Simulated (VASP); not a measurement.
# VH2 (I4/mmm) in VASP: notebook

VH2 is run at these levels: r2SCAN; tasks: single point.

Program: VASP 6.6.1. These are calculated values, not measurements. Logs are shortened: lines on timing, memory, paths and dates and some standing lists are left out, and cuts for length are marked.

### Step 1. The cell of the first run

It takes space group I4/mmm (No. 139, tetragonal). The conventional cell has a = 2.872 Å, b = 2.872 Å, c = 4.263 Å, α = 90.00°, β = 90.00°, γ = 90.00°. Within 2.4 Å of V (site symmetry 4/mmm) lie 8 H at 1.79 Å. H (site symmetry -4m2) has 4 V at 1.79 Å and 6 H at 2.03 to 2.13 Å within 2.4 Å.

### Step 2. Single point, r2SCAN (biaxial strain in the a-b plane: -3.0 %)

Input file POSCAR:

```
VH2
1.0
    2.0309417298      2.0309417298      0.0000000000
   -2.0309417298      2.0309417298      0.0000000000
    0.0000000000      0.0000000000      4.2628838783
V H
2 4
Direct
    0.0000000000      0.0000000000      0.0000000000
    0.5000000000      0.5000000000      0.5000000000
    0.0000000000      0.5000000000      0.7500000000
    0.5000000000      0.0000000000      0.7500000000
    0.5000000000      0.0000000000      0.2500000000
    0.0000000000      0.5000000000      0.2500000000
```

Input file INCAR.step1:

```
PREC = Accurate
ENCUT = 520
ISMEAR = 0
SIGMA = 0.1
LREAL = F
LASPH = T
NELM = 60
NBANDS = 24
GGA = PE
ALGO = Normal
EDIFF = 1E-4
LWAVE = T
LCHARG = F
```

Input file INCAR.step2:

```
PREC = Accurate
ENCUT = 520
EDIFF = 1E-6
ISMEAR = 0
SIGMA = 0.1
LREAL = F
LASPH = T
NELM = 60
ALGO = Normal
ISIF = 2
LWAVE = F
LCHARG = F
METAGGA = R2SCAN
LMIXTAU = T
NBANDS = 24
ISTART = 1
```

Input file KPOINTS:

```
regular mesh
0
Gamma
  12 12 8
```

Potentials or basis: VASP PAW PBE potentials, release 64 (V_sv, H).

Started as:

```
> cat potpaw_PBE.64/V_sv/POTCAR potpaw_PBE.64/H/POTCAR > POTCAR
> cp INCAR.step1 INCAR
> mpirun -np 1 vasp_std > vasp.out
> cp INCAR.step2 INCAR
> mpirun -np 1 vasp_std > vasp.out
```

OUTCAR:

```text
PREC = Accurate
   ENCUT = 520
   EDIFF = 1E-6
   ISMEAR = 0
   LREAL = F
   LASPH = T
   NELM = 60
   ISIF = 2
   METAGGA = R2SCAN
   ISTART = 1

 ion  position               nearest neighbor table
   1  0.000  0.000  0.000-   3 1.79   4 1.79   5 1.79   6 1.79   3 1.79   6 1.79   4 1.79   5 1.79

   2  0.500  0.500  0.500-   3 1.79   4 1.79   5 1.79   6 1.79   4 1.79   5 1.79   3 1.79   6 1.79

   3  0.000  0.500  0.750-   1 1.79   2 1.79   1 1.79   2 1.79
   4  0.500  0.000  0.750-   1 1.79   2 1.79   2 1.79   1 1.79
   5  0.500  0.000  0.250-   1 1.79   2 1.79   2 1.79   1 1.79
   6  0.000  0.500  0.250-   1 1.79   2 1.79   1 1.79   2 1.79

  LATTYP: Found a simple tetragonal cell.
 ALAT       =     2.8721853387
 C/A-ratio  =     1.4841952645

  Lattice vectors:

 A1 = (   2.0309417298,   2.0309417298,   0.0000000000)
 A2 = (  -2.0309417298,   2.0309417298,   0.0000000000)
 A3 = (   0.0000000000,   0.0000000000,   4.2628838783)

Analysis of symmetry for initial positions (statically):
=====================================================================
 Subroutine PRICEL returns following result:

  LATTYP: Found a body centered tetragonal cell.
 ALAT       =     2.8721853387
 C/A-ratio  =     1.4841952645

  Lattice vectors:

 A1 = (   2.0309417298,   0.0000000000,  -2.1314419392)
 A2 = (  -2.0309417298,   0.0000000000,  -2.1314419392)
 A3 = (   0.0000000000,   2.0309417298,   2.1314419392)

   2 primitive cells build up your supercell.

 Routine SETGRP: Setting up the symmetry group for a
 simple tetragonal supercell.

 Subroutine GETGRP returns: Found 16 space group operations
 (whereof 16 operations were pure point group operations)
 out of a pool of 16 trial point group operations.

The static configuration has the point symmetry D_4h.

Analysis of symmetry for dynamics (positions and initial velocities):
=====================================================================
 Subroutine PRICEL returns following result:

  LATTYP: Found a body centered tetragonal cell.
 ALAT       =     2.8721853387
 C/A-ratio  =     1.4841952645

  Lattice vectors:

 A1 = (   2.0309417298,   0.0000000000,  -2.1314419392)
 A2 = (  -2.0309417298,   0.0000000000,  -2.1314419392)
 A3 = (   0.0000000000,   2.0309417298,   2.1314419392)

   2 primitive cells build up your supercell.

 Routine SETGRP: Setting up the symmetry group for a
[... 103 lines left out ...]
   LNONCOLLINEAR =      F non collinear calculations
   LSORBIT =      F    spin-orbit coupling
   LASPH  =      T    aspherical Exc in radial PAW
   ENCUT  =  520.0 eV  38.22 Ry    6.18 a.u.   5.34  5.34  7.93*2*pi/ulx,y,z
   NELM   =     60;   NELMIN=  2; NELMDL=  0     # of ELM steps
   EDIFF  = 0.1E-05   stopping-criterion for ELM
   LREAL  =      F    real-space projection
   EDIFFG = 0.1E-04   stopping-criterion for IOM
   NSW    =      0    number of steps for IOM
   IBRION =     -1    ionic relax: 0-MD 1-quasi-New 2-CG
   NFREE  =      0    steps in history (QN), initial steepest desc. (CG)
   ISIF   =      2    stress and relaxation
   ISYM   =      2    0-nonsym 1-usesym 2-fastsym
   POTIM  = 0.5000    time-step for ionic-motion
   TEBEG  =    0.0;   TEEND  =   0.0 temperature during run
   PSTRESS=    0.0 pullay stress
   NELECT =      30.0000    total number of electrons
   NUPDOWN=      -1.0000    fix difference up-down
   EMIN   =  10.00;   EMAX   =-10.00  energy-range for DOS
   EFERMI =   0.00;   METHOD = LEGACY
   ISMEAR =     0;   SIGMA  =   0.10  broadening in eV -4-tet -1-fermi 0-gaus
   EFERMI_NEDOS =   21; number of points for ismear=-14 and -15
   IALGO  =     38    algorithm
   IMIX   =      4    mixing-type and parameters
     AMIX     =   0.40;   BMIX     =  1.00
     AMIX_MAG =   1.60;   BMIX_MAG =  1.00
  volume/ion in A,a.u.               =       5.86        39.55
  Fermi-wavevector in a.u.,A,eV,Ry     =   1.552646  2.934075 32.799694  2.410710
  Thomas-Fermi vector in A             =   2.656991
   LORBIT       =      0    0 simple, 1 ext, 2 COOP (PROOUT), +10 PAW based schemes
   METAGGA = R2SCAN    functional components
   LHFCALC =     F    Hartree Fock is set to
   AEXX    =    0.0000 exact exchange contribution
   IVDW    =     0    specifies the selected vdW correction
   LEPSILON=     F    determine dielectric tensor
   LRPA    =     F    only Hartree local field effects (RPA)
 non-spin polarized calculation
 Gauss-broadening in eV      SIGMA  =   0.10
  energy-cutoff  :      520.00
  volume of cell :       35.17
 maximum number of plane-waves:       976
 NGX is ok and might be reduce to    24
   NGX = 11   NGY = 11   NGZ = 15

 number of electron      29.9999985 magnetization

 Free energy of the ion-electron system (eV)
  ---------------------------------------------------
  ext. energy  EPLUGINS =         0.00000000
  ---------------------------------------------------
  free energy    TOTEN  =       -43.40049410 eV

  energy without entropy =      -43.38706587  energy(sigma->0) =      -43.39377999

 E-fermi :   9.3380     XC(G=0): -13.6095

 val. band max:        9.3270329061   @ k =   0.3333   0.0833   0.2500
 cond. band min:       9.3405739091   @ k =   0.4167   0.2500   0.2500
 fundamental gap:      0.0135410030
 Fermi energy:         9.3379639391

 k-point     1 :       0.0000    0.0000    0.0000
  band No.  band energies     occupation
      1     -57.8793      2.00000
      2     -57.7861      2.00000
      3     -30.8868      2.00000
      4     -30.5241      2.00000
      5     -30.5241      2.00000
      6     -30.4125      2.00000
[... 637 lines left out ...]
     23      17.1403      0.00000
     24      17.8340      0.00000

 [... further k-points ...]
[... 5 lines left out ...]
  --------------------------------------------------------------------------------------
  -------------------------------------------------------------------------------------
  Total        2.7210973      2.7210973      0.6130820      0.0000000      0.0000000     -0.0000000
  in kB      123.9727484    123.9727484     27.9319148      0.0000000      0.0000000     -0.0000000
  external PRESSURE =      91.9591372 kB  Pullay stress =       0.0000000 kB

 VOLUME and BASIS-vectors are now :
 -----------------------------------------------------------------------------
  energy-cutoff  :      520.00
  volume of cell :       35.17
      direct lattice vectors                 reciprocal lattice vectors
     2.030941730  2.030941730  0.000000000     0.246191209  0.246191209  0.000000000
    -2.030941730  2.030941730  0.000000000    -0.246191209  0.246191209  0.000000000
     0.000000000  0.000000000  4.262883878     0.000000000  0.000000000  0.234582979

 POSITION                                       TOTAL-FORCE (eV/Angst)
 -----------------------------------------------------------------------------------
      0.00000      0.00000      0.00000         0.000000      0.000000     -0.000000
      0.00000      2.03094      2.13144        -0.000000     -0.000000      0.000000
     -1.01547      1.01547      3.19716         0.000000     -0.000000     -0.000000
      1.01547      1.01547      3.19716         0.000000      0.000000      0.000000
      1.01547      1.01547      1.06572         0.000000      0.000000     -0.000000
     -1.01547      1.01547      1.06572         0.000000      0.000000     -0.000000
 -----------------------------------------------------------------------------------
    total drift:                               -0.000000      0.000000     -0.000000

  FREE ENERGIE OF THE ION-ELECTRON SYSTEM (eV)
  ---------------------------------------------------
  free  energy   TOTEN  =       -43.4004941026 eV

  energy  without entropy=      -43.3870658746  energy(sigma->0) =      -43.39377999
```

OUTCAR.step1:

```text
PREC = Accurate
   ENCUT = 520
   ISMEAR = 0
   LREAL = F
[... 904 lines left out ...]
     -1.01547      1.01547      3.19716         0.000000      0.000000     -0.000000
      1.01547      1.01547      3.19716         0.000000      0.000000     -0.000000
      1.01547      1.01547      1.06572         0.000000      0.000000      0.000000
     -1.01547      1.01547      1.06572         0.000000      0.000000     -0.000000
 -----------------------------------------------------------------------------------
    total drift:                               -0.000000      0.000000     -0.000000

  FREE ENERGIE OF THE ION-ELECTRON SYSTEM (eV)
  ---------------------------------------------------
  free  energy   TOTEN  =       -32.6757118164 eV

  energy  without entropy=      -32.6615651727  energy(sigma->0) =      -32.66863849
```

OSZICAR.step1:

```text
N       E                     dE             d eps       ncg     rms          rms(c)
DAV:   1     0.320930010829E+03    0.32093E+03   -0.16456E+04  6736   0.141E+03
DAV:   2    -0.269239264672E+02   -0.34785E+03   -0.33566E+03  6840   0.449E+02
DAV:   3    -0.376569088651E+02   -0.10733E+02   -0.10598E+02  8200   0.901E+01
DAV:   4    -0.377380428718E+02   -0.81134E-01   -0.81088E-01  7104   0.843E+00
DAV:   5    -0.377389784730E+02   -0.93560E-03   -0.93555E-03  8232   0.887E-01    0.386E+01
DAV:   6    -0.328222804969E+02    0.49167E+01   -0.16701E+01  7368   0.422E+01    0.465E+00
DAV:   7    -0.327189092012E+02    0.10337E+00   -0.82362E-01  7056   0.748E+00    0.450E+00
DAV:   8    -0.326750696815E+02    0.43840E-01   -0.55776E-02  7664   0.203E+00    0.115E+00
DAV:   9    -0.326756699195E+02   -0.60024E-03   -0.27343E-03  8048   0.517E-01    0.520E-01
DAV:  10    -0.326757118164E+02   -0.41897E-04   -0.13566E-04  5744   0.112E-01
   1 F= -.32675712E+02 E0= -.32668638E+02  d E =-.141466E-01
```

Wall time 1.8 min (1 thread of Intel Xeon 6975P-C (Granite Rapids), shared host); peak memory 0.22 GiB.

What came out:

```
Free energy            : -43.4005 eV
Pressure               : 9.2 GPa
Band gap on the k mesh : zero (bands 15 and 16 overlap by 2.70 eV)
```

Caveat: the cell differs from its parent crystal (biaxial strain in the a-b plane: -3.0 %); the stress differs along the axes, from 3 to 12 GPa; the PAW data sets were made with another functional, which shifts forces and pressure a little.

[end of part 1 of 3]

The gap in the log of VASP goes by the Fermi energy; the results here count the filled bands.